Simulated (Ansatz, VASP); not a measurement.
## BaTiO3 in VASP and in Ansatz

```xyz
5
Lattice="2.8194 1.6424 2.2964 -2.8266 1.6079 2.3294 -0.0334 -3.2906 2.3413" Properties=species:S:1:pos:R:3 pbc="T T T"
Ba   -0.0358   -0.0883    0.1235
Ti    0.0256   -0.0630    3.5827
O    -0.0130   -1.6306    4.4847
O    -1.4118    0.8068    4.4534
O     1.4501    0.8479    4.6663
```

Change from the starting cell: kmesh displaced: [1, 1, 1] Gamma-centred.

Alike in both runs: task single point; functional PBEsol; k mesh 1 × 1 × 1; occupations gaussian, width 0.02 eV; no spin polarisation.

|  | VASP | Ansatz |
| --- | --- | --- |
| version | VASP 6.6.1 | Ansatz 0.2.0 |
| potentials or method | VASP PAW PBE potentials, release 64 (Ba_sv, Ti_sv, O), cutoff 520 eV | scalar-relativistic, plane waves, PAW |
| valence electrons in the cell | 40 | 40 |

Ansatz gave:

```
gap on the k mesh at the Fermi level (eV) : 1.30
least direct gap on the mesh (eV)         : 1.30
rms of the force components (eV/Å)        : 6.661
```

Task: Estimate VASP's values.

Result: gap on the k mesh at the Fermi level (eV): 1.26; least direct gap on the mesh (eV): 1.26; rms of the force components (eV/Å): 6.717.

VASP's potentials were made for PBE, not for PBEsol. Atom by atom the forces differ by 0.122 eV/Å (rms over components).

The k mesh is coarse, so the values compare programs but aren't converged. Spin-orbit coupling is off throughout.
